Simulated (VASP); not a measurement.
# Co (P6_3/mmc) in VASP: further runs

Runs on Co. Level: LDA. Tasks: single point.

Program: VASP 6.6.1. These are calculated values, not measurements. Logs are shortened: lines on timing, memory, paths and dates and some standing lists are left out, and cuts for length are marked.

### Step 1. The cell of the first run

The structure is hexagonal, space group P6_3/mmc (No. 194). The conventional cell has a = 2.090 Å, b = 2.090 Å, c = 3.386 Å, α = 90.00°, β = 90.00°, γ = 120.00°. Within 2.8 Å of Co (site symmetry -6m2) lie 12 Co at 2.08 to 2.09 Å.

### Step 2. Single point, LDA, collinear spin, ferromagnetic start

File INCAR:

```
SYSTEM = Co
  PREC = Accurate
  ENCUT = 520
  EDIFF = 1E-6
  ISMEAR = -1
  SIGMA = 0.08
  LREAL = .False.
  LASPH = .True.
  NELM = 150
  ALGO = Normal
  ISIF = 2
  LWAVE = .False.
  LCHARG = .True.
  ISPIN = 2
  MAGMOM = 1.7 1.7
  LORBIT = 11
  LMAXMIX = 4
  LELF = .True.
  LVHAR = .True.
  NBANDS = 20
```

File KPOINTS:

```
Automatic mesh
0
Gamma
  19 19 11
  0 0 0
```

File POSCAR:

```
Co
1.0
    2.0897119256      0.0000000000      0.0000000000
   -1.0448559628      1.8097436142      0.0000000000
    0.0000000000      0.0000000000      3.3862506447
Co
2
Direct
    0.3333333333      0.6666666667      0.2500000000
    0.6666666667      0.3333333333      0.7500000000
```

Potentials or basis: VASP PAW LDA potentials, release 64 (Co).

The run is started by

```
$ cat potpaw_LDA.64/Co/POTCAR > POTCAR
$ mpirun -np 1 vasp_std > vasp.out
```

OUTCAR:

```text
SYSTEM = Co
   PREC = Accurate
   ENCUT = 520
   EDIFF = 1E-6
   ISMEAR = -1
   LREAL = .False.
   LASPH = .True.
   NELM = 150
   ISIF = 2
   ISPIN = 2
   LORBIT = 11

 ion  position               nearest neighbor table
   1  0.333  0.667  0.250-   2 2.08   2 2.08   2 2.08   2 2.08   2 2.08   2 2.08   2 2.95   2 2.95
                             2 2.95   2 2.95   2 2.95   2 2.95
   2  0.667  0.333  0.750-   1 2.08   1 2.08   1 2.08   1 2.08   1 2.08   1 2.08   1 2.95   1 2.95
                             1 2.95   1 2.95   1 2.95   1 2.95

  LATTYP: Found a hexagonal cell.
 ALAT       =     2.0897119256
 C/A-ratio  =     1.6204389721

  Lattice vectors:

 A1 = (   2.0897119256,   0.0000000000,   0.0000000000)
 A2 = (  -1.0448559628,   1.8097436142,   0.0000000000)
 A3 = (   0.0000000000,   0.0000000000,   3.3862506447)

Analysis of symmetry for initial positions (statically):
=====================================================================
 Subroutine PRICEL returns:
 Original cell was already a primitive cell.

 Routine SETGRP: Setting up the symmetry group for a
 hexagonal supercell.

 Subroutine GETGRP returns: Found 24 space group operations
 (whereof 12 operations were pure point group operations)
 out of a pool of 24 trial point group operations.

The static configuration has the point symmetry D_3d.
 The point group associated with its full space group is D_6h.

Analysis of symmetry for dynamics (positions and initial velocities):
=====================================================================
 Subroutine PRICEL returns:
 Original cell was already a primitive cell.

 Routine SETGRP: Setting up the symmetry group for a
 hexagonal supercell.

 Subroutine GETGRP returns: Found 24 space group operations
 (whereof 12 operations were pure point group operations)
 out of a pool of 24 trial point group operations.

The dynamic configuration has the point symmetry D_3d.
 The point group associated with its full space group is D_6h.

Analysis of structural, dynamic, and magnetic symmetry:
=====================================================================
 Subroutine PRICEL returns:
 Original cell was already a primitive cell.

 Routine SETGRP: Setting up the symmetry group for a
 hexagonal supercell.

 Subroutine GETGRP returns: Found 24 space group operations
 (whereof 12 operations were pure point group operations)
 out of a pool of 24 trial point group operations.

The overall configuration has the point symmetry D_3d.
 The point group associated with its full space group is D_6h.

 Subroutine INISYM returns: Found 24 space group operations
 (whereof 12 operations are pure point group operations),
 and found     1 'primitive' translations
[... 113 lines left out ...]
   IMIX   =      4    mixing-type and parameters
     AMIX     =   0.40;   BMIX     =  1.00
     AMIX_MAG =   1.60;   BMIX_MAG =  1.00
  volume/ion in A,a.u.               =       6.40        43.21
  Fermi-wavevector in a.u.,A,eV,Ry     =   1.833826  3.465429 45.755278  3.362918
  Thomas-Fermi vector in A             =   2.887573
   LORBIT       =     11    0 simple, 1 ext, 2 COOP (PROOUT), +10 PAW based schemes
   GGA     = CA    functional components
   LHFCALC =     F    Hartree Fock is set to
   AEXX    =    0.0000 exact exchange contribution
   IVDW    =     0    specifies the selected vdW correction
   LEPSILON=     F    determine dielectric tensor
   LRPA    =     F    only Hartree local field effects (RPA)
 spin polarized calculation
  energy-cutoff  :      520.00
  volume of cell :       12.81
 maximum number of plane-waves:       358
 NGX is ok and might be reduce to    16
   NGX =  7   NGY =  7   NGZ = 13

 number of electron      18.0000004 magnetization       0.0009829

 Free energy of the ion-electron system (eV)
  ---------------------------------------------------
  ext. energy  EPLUGINS =         0.00000000
  ---------------------------------------------------
  free energy    TOTEN  =       -11.71148205 eV

  energy without entropy =      -11.65503929  energy(sigma->0) =      -11.68326067

 E-fermi :  20.5594     XC(G=0): -17.1207

 val. band max:       20.5512714861   @ k =   0.2632  -0.0000   0.3636
 cond. band min:      20.5618602165   @ k =   0.3158   0.1053   0.1818
 fundamental gap:      0.0105887304
 Fermi energy:        20.5594198151

 spin component 1

 k-point     1 :       0.0000    0.0000    0.0000
  band No.  band energies     occupation
      1       7.9681      1.00000
      2      11.6635      1.00000
      3      16.5423      1.00000
      4      16.6023      1.00000
      5      16.6023      1.00000
      6      17.3799      1.00000
[... 541 lines left out ...]
     19      53.8245      0.00000
     20      56.0808      0.00000

 [... further k-points ...]

 spin component 2

 k-point     1 :       0.0000    0.0000    0.0000
  band No.  band energies     occupation
      1       7.9682      1.00000
      2      11.6638      1.00000
      3      16.5428      1.00000
      4      16.6027      1.00000
      5      16.6027      1.00000
      6      17.3803      1.00000
[... 541 lines left out ...]
     19      53.8247      0.00000
     20      56.0815      0.00000

 [... further k-points ...]
[... 5 lines left out ...]
  --------------------------------------------------------------------------------------
  -------------------------------------------------------------------------------------
  Total       25.8529555     25.8529555     25.8212377     -0.0000000      0.0000000      0.0000000
  in kB     3234.4333437   3234.4333438   3230.4651670     -0.0000000      0.0000000      0.0000000
  external PRESSURE =    3233.1106182 kB  Pullay stress =       0.0000000 kB

 VOLUME and BASIS-vectors are now :
 -----------------------------------------------------------------------------
  energy-cutoff  :      520.00
  volume of cell :       12.81
      direct lattice vectors                 reciprocal lattice vectors
     2.089711926  0.000000000  0.000000000     0.478534858  0.276282229  0.000000000
    -1.044855963  1.809743614  0.000000000     0.000000000  0.552564458  0.000000000
     0.000000000  0.000000000  3.386250645     0.000000000  0.000000000  0.295311867

 POSITION                                       TOTAL-FORCE (eV/Angst)
 -----------------------------------------------------------------------------------
     -0.00000      1.20650      0.84656         0.000000     -0.000000      0.000000
      1.04486      0.60325      2.53969        -0.000000      0.000000      0.000000
 -----------------------------------------------------------------------------------
    total drift:                                0.000000     -0.000000     -0.000000

  FREE ENERGIE OF THE ION-ELECTRON SYSTEM (eV)
  ---------------------------------------------------
  free  energy   TOTEN  =       -11.7114820497 eV

  energy  without entropy=      -11.6550392860  energy(sigma->0) =      -11.68326067

 total charge

# of ion       s       p       d       tot
------------------------------------------
    1        0.800   1.186   7.968   9.954
    2        0.800   1.186   7.968   9.954
--------------------------------------------------
tot          1.599   2.373  15.936  19.908

 magnetization (x)

# of ion       s       p       d       tot
------------------------------------------
    1       -0.000  -0.000   0.000   0.000
    2       -0.000  -0.000   0.000   0.000
--------------------------------------------------
tot         -0.000  -0.000   0.001   0.001
```

It took 41 s on 1 thread of Intel Xeon 6975P-C (Granite Rapids), shared host; peak memory 0.19 GiB.

Results:

| Quantity | Value |
| --- | --- |
| Free energy | -11.7115 eV |
| Pressure | 323.3 GPa |
| Band gap on the k mesh | zero (filled and empty bands overlap) |
| Net moment | 0.00 μB per cell |

Stress tensor (GPa, compression positive):
```
323.44   0.00   0.00
  0.00 323.44   0.00
  0.00   0.00 323.05
```

Levels at points of the mesh, in eV from the Fermi level:
Spin up:
| k point | band 5 | band 6 | band 7 | band 8 | band 9 | band 10 | band 11 | band 12 | band 13 | band 14 |
| --- | --- | --- | --- | --- | --- | --- | --- | --- | --- | --- |
| (0.00, 0.00, 0.00) | -3.96 | -3.18 | -3.18 | -2.34 | -2.34 | -0.31 | 0.16 | 0.16 | 12.59 | 25.56 |
Spin down:
```
           k point  band 7  band 8  band 9  band 10  band 11  band 12
(0.00, 0.00, 0.00)   -3.18   -2.34   -2.34    -0.31     0.16     0.16
```

Caveat: the cell stands under pressure.

### Step 3. Single point, LDA, collinear spin, ferromagnetic start

This run uses another cell than the first one, of 7.20 Å³/atom.

File INCAR:

```
SYSTEM = Co
PREC = Accurate
ENCUT = 520
EDIFF = 1E-6
ISMEAR = -1
SIGMA = 0.08
LREAL = .False.
LASPH = .True.
NELM = 150
ALGO = Normal
ISIF = 2
LWAVE = .False.
LCHARG = .False.
ISPIN = 2
MAGMOM = 1.7 1.7
LORBIT = 11
LMAXMIX = 4
GGA = CA
NBANDS = 20
```

File KPOINTS:

```
regular mesh
0
Gamma
  19 19 11
  0 0 0
```

File POSCAR:

```
Co
1.0
    2.1742102002      0.0000000000      0.0000000000
   -1.0871051001      1.8829212665      0.0000000000
    0.0000000000      0.0000000000      3.5191794079
Co
2
Direct
    0.3333333333      0.6666666667      0.2500000000
    0.6666666667      0.3333333333      0.7500000000
```

Potentials or basis: VASP PAW LDA potentials, release 64 (Co).

The run is started by

```
$ cat potpaw_LDA.64/Co/POTCAR > POTCAR
$ mpirun -np 1 vasp_std > vasp.out
```

Wall time 57 s (1 thread of Intel Xeon 6975P-C (Granite Rapids), shared host); peak memory 0.19 GiB.

The run converged. Its results:

| Quantity | Value |
| --- | --- |
| Free energy | -14.1361 eV |
| Pressure | 174.9 GPa |
| Band gap on the k mesh | zero (filled and empty bands overlap) |
| Net moment | 0.00 μB per cell |

Stress tensor (GPa, compression positive):
```
174.97   0.00   0.00
  0.00 174.97   0.00
  0.00   0.00 174.75
```

Levels at points of the mesh, in eV from the Fermi level:
Spin up:
```
           k point  band 6  band 7  band 8  band 9  band 10  band 11  band 12  band 13
(0.00, 0.00, 0.00)   -2.66   -2.66   -1.97   -1.97    -0.34     0.15     0.15    11.00
```
Spin down:
```
           k point  band 5  band 6  band 7  band 8  band 9  band 10  band 11  band 12  band 13  band 14
(0.00, 0.00, 0.00)   -3.31   -2.66   -2.66   -1.97   -1.97    -0.34     0.15     0.15    11.00    24.91
```

Caveat: the cell stands under pressure.

### Step 4. Single point, LDA, collinear spin, ferromagnetic start (7.20 Å³/atom)

This run uses another cell than the first one, of 7.20 Å³/atom.

File INCAR:

```
SYSTEM = Co
PREC     = Accurate       ! precision mode
ENCUT    = 520            ! plane-wave cutoff, eV
EDIFF    = 1E-7           ! SCF threshold, eV
ISMEAR   = -1             ! smearing method
SIGMA    = 0.08           ! smearing width, eV
LREAL    = .False.        ! projectors in reciprocal space
LASPH    = .True.         ! aspherical terms in the spheres
NELM     = 150            ! most SCF steps
ALGO     = Normal         ! electronic algorithm
ISIF     = 2              ! what is computed and relaxed
LWAVE    = .False.        ! write WAVECAR
LCHARG   = .False.        ! write CHGCAR
ISPIN    = 2              ! spin polarisation
MAGMOM   = 1.7 1.7        ! initial moments
LORBIT   = 11             ! projections on sites
LMAXMIX  = 4              ! l up to which the mixer works
NBANDS   = 20             ! bands
```

KPOINTS is that of step 3.

POSCAR is that of step 3.

Potentials or basis: VASP PAW LDA potentials, release 64 (Co).

The run is started by

```
$ cat potpaw_LDA.64/Co/POTCAR > POTCAR
$ mpirun -np 1 vasp_std > vasp.out
```

OUTCAR:

```text
SYSTEM = Co
   PREC = Accurate
   ENCUT = 520
   EDIFF = 1E-7
   ISMEAR = -1
   LREAL = .False.
   LASPH = .True.
   NELM = 150
   ISIF = 2
   ISPIN = 2
   LORBIT = 11

 ion  position               nearest neighbor table
   1  0.333  0.667  0.250-   2 2.16   2 2.16   2 2.16   2 2.16   2 2.16   2 2.16   2 3.07   2 3.07
                             2 3.07   2 3.07   2 3.07   2 3.07
   2  0.667  0.333  0.750-   1 2.16   1 2.16   1 2.16   1 2.16   1 2.16   1 2.16   1 3.07   1 3.07
                             1 3.07   1 3.07   1 3.07   1 3.07

  LATTYP: Found a hexagonal cell.
 ALAT       =     2.1742102002
 C/A-ratio  =     1.6186012776

  Lattice vectors:

 A1 = (   2.1742102002,   0.0000000000,   0.0000000000)
 A2 = (  -1.0871051001,   1.8829212665,   0.0000000000)
[... 1325 lines left out ...]
  energy-cutoff  :      520.00
  volume of cell :       14.41
      direct lattice vectors                 reciprocal lattice vectors
     2.174210200  0.000000000  0.000000000     0.459937130  0.265544826  0.000000000
    -1.087105100  1.882921266  0.000000000     0.000000000  0.531089652  0.000000000
     0.000000000  0.000000000  3.519179408     0.000000000  0.000000000  0.284157153

 POSITION                                       TOTAL-FORCE (eV/Angst)
 -----------------------------------------------------------------------------------
     -0.00000      1.25528      0.87979        -0.000000      0.000000      0.000000
      1.08711      0.62764      2.63938         0.000000     -0.000000      0.000000
 -----------------------------------------------------------------------------------
    total drift:                               -0.000000      0.000000     -0.000000

  FREE ENERGIE OF THE ION-ELECTRON SYSTEM (eV)
  ---------------------------------------------------
  free  energy   TOTEN  =       -14.1361243440 eV

  energy  without entropy=      -14.0683321895  energy(sigma->0) =      -14.10222827

 total charge

# of ion       s       p       d       tot
------------------------------------------
    1        0.711   0.998   7.737   9.446
    2        0.711   0.998   7.737   9.446
--------------------------------------------------
tot          1.423   1.996  15.474  18.893

 magnetization (x)

# of ion       s       p       d       tot
------------------------------------------
    1       -0.000  -0.000   0.000   0.000
    2       -0.000  -0.000   0.000   0.000
--------------------------------------------------
tot         -0.000  -0.000   0.001   0.000
```

stdout:

```text
POSCAR found type information on POSCAR Co
 POSCAR found :  1 types and       2 ions
 scaLAPACK will be used
 LDA part: xc-table for (Slater(with rela. corr.)+CA(PZ))
 , standard interpolation
 POSCAR, INCAR and KPOINTS ok, starting setup
 FFT: planning ... GRIDC
 FFT: planning ... GRID_SOFT
 FFT: planning ... GRID
 WAVECAR not read
 entering main loop
```

Run time: 69 s. Hardware: 1 thread of Intel Xeon 6975P-C (Granite Rapids), shared host; peak memory 0.19 GiB.

What came out:

- Free energy: -14.1361 eV
- Pressure: 174.9 GPa
- Band gap on the k mesh: zero (filled and empty bands overlap)
- Net moment: 0.00 μB per cell

Levels at points of the mesh, in eV from the Fermi level:
Spin up:
| k point | band 5 | band 6 | band 7 | band 8 | band 9 | band 10 | band 11 | band 12 | band 13 | band 14 |
| --- | --- | --- | --- | --- | --- | --- | --- | --- | --- | --- |
| (0.00, 0.00, 0.00) | -3.31 | -2.66 | -2.66 | -1.97 | -1.97 | -0.34 | 0.15 | 0.15 | 11.00 | 24.91 |
Spin down:
| k point | band 6 | band 7 | band 8 | band 9 | band 10 | band 11 | band 12 | band 13 |
| --- | --- | --- | --- | --- | --- | --- | --- | --- |
| (0.00, 0.00, 0.00) | -2.66 | -2.66 | -1.97 | -1.97 | -0.34 | 0.15 | 0.15 | 11.00 |

Caveat: the cell stands under pressure.
